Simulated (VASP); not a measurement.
Write the native input for VASP 6.6.1 that does the following.

```yaml
Task: single point
Functional: PBE
Potentials_or_basis: VASP PAW PBE potentials, release 64 (Si, C)
Cutoff: 520 eV
k_mesh: 12 × 12 × 2
Occupations: gaussian, width 0.05 eV
Spin: no spin polarisation
Dipole_correction: no
Further_INCAR_settings: ALGO = Normal; EDIFF = 1e-07; NBANDS = 36
```

The structure of SiC lies in POSCAR:

```
SiC
1.0
    3.0432521380      0.0000000000      0.0000000000
   -1.5216260690      2.6355336616      0.0000000000
    0.0000000000      0.0000000000     14.9327054840
Si C
6 6
Direct
    0.0000000000      0.0000000000      0.1250430731
    0.0000000000      0.0000000000      0.6250368447
    0.3333333333      0.6666666667      0.2919359287
    0.6666666667      0.3333333333      0.7916986591
    0.3333333333      0.6666666667      0.9584134991
    0.6666666667      0.3333333333      0.4582056507
    0.0000000000      0.0000000000      0.9948156354
    0.0000000000      0.0000000000      0.5045612504
    0.3333333333      0.6666666667      0.1713764111
    0.6666666667      0.3333333333      0.6622826619
    0.3333333333      0.6666666667      0.8380112040
    0.6666666667      0.3333333333      0.3286191816
```

This cell differs from its parent crystal: atoms displaced along a vibrational mode, the cell strained.

These files were run (other wordings do the same):

INCAR

```
SYSTEM = SiC
PREC     = Accurate       ! precision mode
ENCUT    = 520            ! plane-wave cutoff, eV
EDIFF    = 1E-7           ! SCF threshold, eV
ISMEAR   = 0              ! smearing method
SIGMA    = 0.05           ! smearing width, eV
LREAL    = .FALSE.        ! projectors in reciprocal space
LASPH    = .TRUE.         ! aspherical terms in the spheres
NELM     = 100            ! most SCF steps
ALGO     = Normal         ! electronic algorithm
ISIF     = 2              ! what is computed and relaxed
LWAVE    = .FALSE.        ! write WAVECAR
LCHARG   = .FALSE.        ! write CHGCAR
GGA      = PE             ! functional
NBANDS   = 36             ! bands
```

KPOINTS

```
Automatic mesh
0
G
  12 12 2
  0 0 0
```

Potentials or basis: VASP PAW PBE potentials, release 64 (Si, C).

The run is started by

```console
$ cat potpaw_PBE.64/Si/POTCAR potpaw_PBE.64/C/POTCAR > POTCAR
$ mpirun -np 1 vasp_std > vasp.out
```

Results of the run:

```json
{"Pressure": "12.8 GPa", "Largest force": "2.620 eV/Å", "Band gap on the k mesh": "1.94 eV (least direct gap 3.05 eV)"}
```

Caveat: the cell differs from its parent crystal (atoms displaced along a vibrational mode, the cell strained); the cell stands under pressure; forces of over 1 eV/Å act on the atoms, so gaps and moduli don't describe the material at rest.

Run time: 100 s on 1 thread of Intel(R) Xeon(R) 6975P-C (Granite Rapids) (shared host), peak memory 0.28 GiB.
